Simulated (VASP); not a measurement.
# SiC (Moissanite) (P6_3mc) in VASP: single point with PBE+D4

Aim: the single point of SiC (Moissanite) with PBE+D4.

Program: VASP 6.6.1. These are calculated values, not measurements. Logs are shortened: lines on timing, memory, paths and dates and some standing lists are left out, and cuts for length are marked.

## (1) The cell of the first run

It takes space group P6_3mc (No. 186, hexagonal). The conventional cell has a = 3.076 Å, b = 3.076 Å, c = 5.048 Å, α = 90.00°, β = 90.00°, γ = 120.00°. Si (site symmetry 3m) has 4 C at 1.87 to 1.94 Å within 2.5 Å. Within 2.5 Å of C (site symmetry 3m) lie 4 Si at 1.87 to 1.94 Å.

## (2) Single point, PBE+D4

The input, INCAR:

```
SYSTEM = SiC
ALGO     = Normal         ! electronic algorithm
EDIFF    = 1E-6           ! SCF threshold, eV
ENCUT    = 600            ! plane-wave cutoff, eV
GGA      = PE             ! functional
GGA_COMPAT= .False.      
ISIF     = 2              ! what is computed and relaxed
ISMEAR   = 1              ! smearing method
IVDW     = 13             ! dispersion correction
LASPH    = .True.         ! aspherical terms in the spheres
LCHARG   = .False.        ! write CHGCAR
LREAL    = .False.        ! projectors in reciprocal space
LWAVE    = .False.        ! write WAVECAR
NBANDS   = 16             ! bands
NELM     = 120            ! most SCF steps
PREC     = Accurate       ! precision mode
SIGMA    = 0.1            ! smearing width, eV
```

The input, KPOINTS:

```
k-points
0
Gamma
  8 8 5
  0 0 0
```

The input, POSCAR:

```
SiC
1.0
    3.0760000000      0.0000000000      0.0000000000
   -1.5380000000      2.6638940000      0.0000000000
    0.0000000000      0.0000000000      5.0480000000
Si C
2 2
Direct
    0.3333333333      0.6666666667      0.0000000000
    0.6666666667      0.3333333333      0.5000000000
    0.3333333333      0.6666666667      0.3850000000
    0.6666666667      0.3333333333      0.8850000000
```

Potentials or basis: VASP PAW PBE potentials, release 64 (Si, C).

On the command line:

```bash
> cat potpaw_PBE.64/Si/POTCAR potpaw_PBE.64/C/POTCAR > POTCAR
> mpirun -np 1 vasp_std > vasp.out
```

OUTCAR:

```text
SYSTEM = SiC
   EDIFF = 1E-6
   ENCUT = 600
   GGA = PE
   ISIF = 2
   ISMEAR = 1
   IVDW = 13
   LASPH = .True.
   LREAL = .False.
   NELM = 120
   PREC = Accurate

 ion  position               nearest neighbor table
   1  0.333  0.667  0.000-   4 1.87   4 1.87   4 1.87   3 1.94   2 3.09   2 3.09   2 3.09   2 3.09
                             2 3.09   2 3.09
   2  0.667  0.333  0.500-   3 1.87   3 1.87   3 1.87   4 1.94   1 3.09   1 3.09   1 3.09   1 3.09
                             1 3.09   1 3.09
   3  0.333  0.667  0.385-   2 1.87   2 1.87   2 1.87   1 1.94
   4  0.667  0.333  0.885-   1 1.87   1 1.87   1 1.87   2 1.94

  LATTYP: Found a hexagonal cell.
 ALAT       =     3.0760000000
 C/A-ratio  =     1.6410923277

  Lattice vectors:

 A1 = (   3.0760000000,   0.0000000000,   0.0000000000)
 A2 = (  -1.5380000000,   2.6638940000,   0.0000000000)
 A3 = (   0.0000000000,   0.0000000000,   5.0480000000)

Analysis of symmetry for initial positions (statically):
=====================================================================
 Subroutine PRICEL returns:
 Original cell was already a primitive cell.

 Routine SETGRP: Setting up the symmetry group for a
 hexagonal supercell.

 Subroutine GETGRP returns: Found 12 space group operations
 (whereof  6 operations were pure point group operations)
 out of a pool of 24 trial point group operations.

The static configuration has the point symmetry C_3v.
 The point group associated with its full space group is C_6v.

Analysis of symmetry for dynamics (positions and initial velocities):
=====================================================================
 Subroutine PRICEL returns:
 Original cell was already a primitive cell.

 Routine SETGRP: Setting up the symmetry group for a
 hexagonal supercell.

 Subroutine GETGRP returns: Found 12 space group operations
 (whereof  6 operations were pure point group operations)
 out of a pool of 24 trial point group operations.

The dynamic configuration has the point symmetry C_3v.
 The point group associated with its full space group is C_6v.

 Subroutine INISYM returns: Found 12 space group operations
 (whereof  6 operations are pure point group operations),
 and found     1 'primitive' translations

----------------------------------------------------------------------------------------

                                     Primitive cell

  volume of cell :      41.3640

  direct lattice vectors                    reciprocal lattice vectors
     3.076000000  0.000000000  0.000000000     0.325097529  0.187695156  0.000000000
    -1.538000000  2.663894000  0.000000000     0.000000000  0.375390312  0.000000000
     0.000000000  0.000000000  5.048000000     0.000000000  0.000000000  0.198098257

  length of vectors
     3.076000000  3.075999877  5.048000000     0.375390297  0.375390312  0.198098257

  position of ions in fractional coordinates (direct lattice)
     0.333333333  0.666666667  0.000000000
     0.666666667  0.333333333  0.500000000
     0.333333333  0.666666667  0.385000000
     0.666666667  0.333333333  0.885000000

  ion indices of the primitive-cell ions
   primitive index   ion index
                 1           1
                 2           2
                 3           3
                 4           4

----------------------------------------------------------------------------------------

 KPOINTS: k-points

Automatic generation of k-mesh.
 Grid dimensions read from file:
 generate k-points for:    8    8    5

 Generating k-lattice:

  Cartesian coordinates                     Fractional coordinates (reciprocal lattice)
     0.040637191  0.023461895  0.000000000     0.125000000  0.000000000  0.000000000
     0.000000000  0.046923789  0.000000000     0.000000000  0.125000000  0.000000000
     0.000000000  0.000000000  0.039619651     0.000000000  0.000000000  0.200000000

  Length of vectors
     0.046923787  0.046923789  0.039619651

  Shift w.r.t. Gamma in fractional coordinates (k-lattice)
     0.000000000  0.000000000  0.000000000

 Subroutine IBZKPT returns following result:
 ===========================================

 Found     30 irreducible k-points:

 Following reciprocal coordinates:
            Coordinates               Weight
  0.000000  0.000000  0.000000      1.000000
  0.125000  0.000000  0.000000      6.000000
  0.250000  0.000000  0.000000      6.000000
  0.375000  0.000000  0.000000      6.000000
  0.500000  0.000000  0.000000      3.000000
  0.125000  0.125000  0.000000      6.000000
[... 16 lines left out ...]
  0.250000  0.000000  0.400000     12.000000
  0.375000  0.000000  0.400000     12.000000
 [... further k-points ...]
   k-points           NKPTS =     30   k-points in BZ     NKDIM =     30   number of bands    NBANDS=     16
   number of dos      NEDOS =    301   number of ions     NIONS =      4
   total plane-waves  NPLWV =  31360
   dimension x,y,z NGX =    28 NGY =   28 NGZ =   40
   dimension x,y,z NGXF=    56 NGYF=   56 NGZF=   80
   ions per type =               2   2
   NGX,Y,Z   is equivalent  to a cutoff of  15.13, 15.13, 13.17 a.u.
   NGXF,Y,Z  is equivalent  to a cutoff of  30.27, 30.27, 26.35 a.u.
 SYSTEM =  SiC
   PREC   = accura    normal or accurate (medium, high low for compatibility)
   ISTART =      0    job   : 0-new  1-cont  2-samecut
   ICHARG =      2    charge: 1-file 2-atom 10-const
   ISPIN  =      1    spin polarized calculation?
   LNONCOLLINEAR =      F non collinear calculations
   LSORBIT =      F    spin-orbit coupling
   LASPH  =      T    aspherical Exc in radial PAW
   ENCUT  =  600.0 eV  44.10 Ry    6.64 a.u.   6.14  6.14 10.08*2*pi/ulx,y,z
   NELM   =    120;   NELMIN=  2; NELMDL= -5     # of ELM steps
   EDIFF  = 0.1E-05   stopping-criterion for ELM
   LREAL  =      F    real-space projection
   EDIFFG = 0.1E-04   stopping-criterion for IOM
   NSW    =      0    number of steps for IOM
   IBRION =     -1    ionic relax: 0-MD 1-quasi-New 2-CG
   NFREE  =      0    steps in history (QN), initial steepest desc. (CG)
   ISIF   =      2    stress and relaxation
   ISYM   =      2    0-nonsym 1-usesym 2-fastsym
   POTIM  = 0.5000    time-step for ionic-motion
   TEBEG  =    0.0;   TEEND  =   0.0 temperature during run
   PSTRESS=    0.0 pullay stress
   NELECT =      16.0000    total number of electrons
   NUPDOWN=      -1.0000    fix difference up-down
   EMIN   =  10.00;   EMAX   =-10.00  energy-range for DOS
   EFERMI =   0.00;   METHOD = LEGACY
   ISMEAR =     1;   SIGMA  =   0.10  broadening in eV -4-tet -1-fermi 0-gaus
   EFERMI_NEDOS =   21; number of points for ismear=-14 and -15
   IALGO  =     38    algorithm
   IMIX   =      4    mixing-type and parameters
     AMIX     =   0.40;   BMIX     =  1.00
     AMIX_MAG =   1.60;   BMIX_MAG =  1.00
  volume/ion in A,a.u.               =      10.34        69.78
  Fermi-wavevector in a.u.,A,eV,Ry     =   1.192817  2.254098 19.358550  1.422813
  Thomas-Fermi vector in A             =   2.328847
   LORBIT       =      0    0 simple, 1 ext, 2 COOP (PROOUT), +10 PAW based schemes
   GGA     = PE    functional components
   LHFCALC =     F    Hartree Fock is set to
   AEXX    =    0.0000 exact exchange contribution
   IVDW    =    13    specifies the selected vdW correction
   LEPSILON=     F    determine dielectric tensor
   LRPA    =     F    only Hartree local field effects (RPA)
 non-spin polarized calculation
 Methfessel and Paxton  Order N= 1 SIGMA  =   0.10
  energy-cutoff  :      600.00
  volume of cell :       41.36
 maximum number of plane-waves:      1393
 NGX is ok and might be reduce to    28
   NGX = 13   NGY = 13   NGZ = 21

 number of electron      16.0000001 magnetization

 Free energy of the ion-electron system (eV)
  ---------------------------------------------------
  ext. energy  EPLUGINS =         0.00000000
  ---------------------------------------------------
  free energy    TOTEN  =       -30.06893831 eV

  energy without entropy =      -30.06895853  energy(sigma->0) =      -30.06894505

 E-fermi :   8.4930     XC(G=0): -11.3484

 val. band max:        8.4095035169   @ k =   0.0000   0.0000   0.0000
 cond. band min:      10.9879469932   @ k =   0.3750   0.2500   0.0000
 fundamental gap:      2.5784434763
 Fermi energy:         8.4929910711

 k-point     1 :       0.0000    0.0000    0.0000
  band No.  band energies     occupation
      1      -7.3153      2.00000
      2      -3.8131      2.00000
      3      -0.2834      2.00000
      4       6.8532      2.00000
      5       6.8532      2.00000
      6       8.1338      2.00000
[... 8 lines left out ...]
     15      17.1131      0.00000
     16      19.7520      0.00000

 k-point     2 :       0.1250    0.0000    0.0000
  band No.  band energies     occupation
      1      -7.0444      2.00000
      2      -3.5816      2.00000
      3      -0.0329      2.00000
      4       5.4876      2.00000
      5       6.4269      2.00000
      6       7.1832      2.00000
[... 8 lines left out ...]
     15      17.7628      0.00000
     16      18.1410      0.00000

 k-point     3 :       0.2500    0.0000    0.0000
  band No.  band energies     occupation
      1      -6.2495      2.00000
      2      -2.9406      2.00000
      3       0.6499      2.00000
      4       3.0793      2.00000
      5       5.1918      2.00000
      6       5.6607      2.00000
[... 8 lines left out ...]
     15      18.2186      0.00000
     16      18.9910      0.00000
[... 362 lines left out ...]
 k-point    23 :       0.2500    0.0000    0.4000
  band No.  band energies     occupation
      1      -5.5031      2.00000
      2      -4.6223      2.00000
      3       2.7003      2.00000
      4       3.7327      2.00000
      5       4.5252      2.00000
      6       6.1852      2.00000
[... 8 lines left out ...]
     15      18.3223      0.00000
     16      18.8549      0.00000

 k-point    24 :       0.3750    0.0000    0.4000
  band No.  band energies     occupation
      1      -4.3185      2.00000
      2      -3.5254      2.00000
      3       0.8358      2.00000
      4       1.5857      2.00000
      5       4.9181      2.00000
      6       5.6340      2.00000
[... 8 lines left out ...]
     15      19.5525      0.00000
     16      20.1398      0.00000

 [... further k-points ...]

------------------------ aborting loop because EDIFF is reached ----------------------------------------

  DFT-D4 for vdW energy calculation

  Edisp (eV):   -1.31617

  FORCE on cell =-STRESS in cart. coord.  units (eV):
  Direction    XX          YY          ZZ          XY          YZ          ZX
  --------------------------------------------------------------------------------------
  -------------------------------------------------------------------------------------
  Total       0.20917     0.20917    -0.97089     0.00000     0.00000     0.00000
  in kB       8.10209     8.10209   -37.60621     0.00000     0.00000     0.00000
  external pressure =       -7.13 kB  Pullay stress =        0.00 kB

 VOLUME and BASIS-vectors are now :
 -----------------------------------------------------------------------------
  energy-cutoff  :      600.00
  volume of cell :       41.36
      direct lattice vectors                 reciprocal lattice vectors
     3.076000000  0.000000000  0.000000000     0.325097529  0.187695156  0.000000000
    -1.538000000  2.663894000  0.000000000     0.000000000  0.375390312  0.000000000
     0.000000000  0.000000000  5.048000000     0.000000000  0.000000000  0.198098257

 POSITION                                       TOTAL-FORCE (eV/Angst)
 -----------------------------------------------------------------------------------
     -0.00000      1.77593      0.00000         0.000000     -0.000000      0.737957
      1.53800      0.88796      2.52400        -0.000000      0.000000      0.737957
     -0.00000      1.77593      1.94348        -0.000000     -0.000000     -0.737957
      1.53800      0.88796      4.46748         0.000000     -0.000000     -0.737957
 -----------------------------------------------------------------------------------
    total drift:                               -0.000000      0.000000     -0.000163

  FREE ENERGIE OF THE ION-ELECTRON SYSTEM (eV)
  ---------------------------------------------------
  free  energy   TOTEN  =       -31.3851091972 eV

  energy  without entropy=      -31.3851294167  energy(sigma->0) =      -31.38511594
```

Run time: 24 s. Hardware: 1 thread of Intel Xeon Platinum 8488C (Sapphire Rapids), shared host; peak memory 0.17 GiB.

What came out:

```
Free energy                : -31.3851 eV
Pressure                   : -0.7 GPa
Largest force              : 0.738 eV/Å
Band gap on the k mesh     : 2.58 eV, indirect (least direct gap 4.08 eV)
Dispersion energy per atom : -0.329 eV
```

Forces on the atoms (eV/Å):
```
Si   0.000  0.000  0.738
Si   0.000  0.000  0.738
C    0.000  0.000 -0.738
C    0.000  0.000 -0.738
```

Levels at points of the mesh, in eV from the valence-band top:
```tsv
k point	band 6	band 7	band 8	band 9	band 10	band 11
(0.00, 0.00, 0.00)	-0.28	-0.28	0.00	4.62	6.03	6.51
(0.50, 0.00, 0.00)	-3.54	-3.26	-1.49	2.59	4.20	6.74
```
